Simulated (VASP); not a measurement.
Wanted: the native input for a VASP 6.6.1 run.

```yaml
Task: single point
Functional: PBE
Potentials_or_basis: VASP PAW PBE potentials, release 64 (Al, B, P)
Cutoff: 520 eV
k_mesh: 6 × 6 × 2
Occupations: gaussian, width 0.1 eV
Spin: no spin polarisation
Dipole_correction: no
Further_INCAR_settings: ALGO = Normal; EDIFF = 1e-06; NBANDS = 20
```

The structure of Al3BP2 lies in POSCAR:

```
Al3BP2
1.0
    4.4230980799      0.0000000033      0.0000000000
   -2.2115490428      3.8305152990      0.0000000000
    0.0000000000      0.0000000000      8.8153352807
Al B P
3 1 2
Direct
    0.6666666667      0.3333333333      0.7318287722
    0.6666666667      0.3333333333      0.2681712278
    0.3333333333      0.6666666667      0.0000000000
    0.6666666667      0.3333333333      0.5000000000
    0.6666666667      0.3333333333      0.0000000000
    0.0000000000      0.0000000000      0.0000000000
```

The input as run:

INCAR

```
SYSTEM = Al3BP2
ALGO = Normal ; EDIFF = 1E-6
ENCUT = 520 ; GGA = PE
ISIF = 2 ; ISMEAR = 0
LASPH = .True. ; LCHARG = .True.
LELF = .True. ; LREAL = .False.
LVHAR = .True. ; LWAVE = .False.
NBANDS = 20 ; NELM = 100
PREC = Accurate ; SIGMA = 0.1
```

KPOINTS

```
k-points
0
Gamma
  6 6 2
  0 0 0
```

Potentials or basis: VASP PAW PBE potentials, release 64 (Al, B, P).

Run with:

```console
$ cat potpaw_PBE.64/Al/POTCAR potpaw_PBE.64/B/POTCAR potpaw_PBE.64/P/POTCAR > POTCAR
$ mpirun -np 1 vasp_std > vasp.out
```

Results of the run:

| Quantity | Value |
| --- | --- |
| Pressure | 0.1 GPa |
| Largest force | 0.011 eV/Å |
| Band gap on the k mesh | zero (band 11 reaches 3.52 eV, above the bottom of band 12 at 2.41 eV) |

It took 44 s on 1 thread of Intel(R) Xeon(R) Platinum 8259CL CPU @ 2.50GHz (Skylake/Cascade Lake), on a shared host, peak memory 0.29 GiB.
